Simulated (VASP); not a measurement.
Input of a VASP 6.6.1 run:

File INCAR:

```
SYSTEM = Mg12O
PREC     = Accurate       ! precision mode
ENCUT    = 520            ! plane-wave cutoff, eV
EDIFF    = 1E-7           ! SCF threshold, eV
ISMEAR   = -1             ! smearing method
SIGMA    = 0.05           ! smearing width, eV
LREAL    = .FALSE.        ! projectors in reciprocal space
LASPH    = .TRUE.         ! aspherical terms in the spheres
NELM     = 100            ! most SCF steps
ALGO     = Normal         ! electronic algorithm
ISIF     = 2              ! what is computed and relaxed
LWAVE    = .FALSE.        ! write WAVECAR
LCHARG   = .FALSE.        ! write CHGCAR
GGA      = PS             ! functional
NBANDS   = 27             ! bands
```

Contents of KPOINTS:

```
Automatic mesh
0
G
  2 2 2
  0 0 0
```

POSCAR

```
Mg12O
1.0
    6.4200000000      0.0000000000      0.0000000000
   -4.8150000000      8.3398250000      0.0000000000
    0.0000000000      0.0000000000      5.2130400000
Mg O
12 1
Direct
    0.0707000780      0.0470393563      0.0131784909
    0.1838817326      0.1979897660      0.5951613646
   -0.0039532174      0.3900561463     -0.0510642543
    0.2431087644      0.5464503152      0.4107392232
   -0.0523055460      0.6872686177      0.0059082608
    0.0909756185      0.8329311466      0.4963130918
    0.5339590153      0.0014988324     -0.0266830870
    0.6642208062      0.2163234840      0.5176250326
    0.5326676449      0.3366617405      0.0867823765
    0.6187197635      0.5139316472      0.5607668462
    0.4522696827      0.6742827338     -0.1240351120
    0.6790154840      0.9194557440      0.4436374937
    0.8245411740      0.4060756671      0.3424489357
```

Potentials or basis: VASP PAW PBE potentials, release 64 (Mg, O).

Launch:

```bash
$ cat potpaw_PBE.64/Mg/POTCAR potpaw_PBE.64/O/POTCAR > POTCAR
$ mpirun -np 1 vasp_std > vasp.out
```

Question: What does it give for the largest force?

Answer: 2.365 eV/Å.

Question: What does it give for the pressure?

Answer: 2.1 GPa.

Question: Predict the band gap on the k mesh.

Answer: Zero (bands 15 and 16 overlap by 1.18 eV).

Forces in eV/Å, atoms in the order of the input:
```
Mg  -0.312 -1.127  1.207
Mg  -0.331  0.550 -1.327
Mg   0.235 -0.651  0.448
Mg  -1.560 -0.302 -0.596
Mg   0.147  0.002  0.049
Mg   0.488  0.952  0.308
Mg  -0.412  0.106 -0.095
Mg   0.115 -1.352  0.742
Mg  -0.450  0.211 -0.124
Mg   1.596 -0.044 -0.152
Mg   0.244  0.671  0.946
Mg   0.264 -0.710  0.245
O   -0.023  1.693 -1.651
```

Caveat: the k points lie up to 0.60 Å⁻¹ apart, too coarse for converged energies and pressures of a metal; the PAW data sets were made with another functional, which shifts forces and pressure a little.
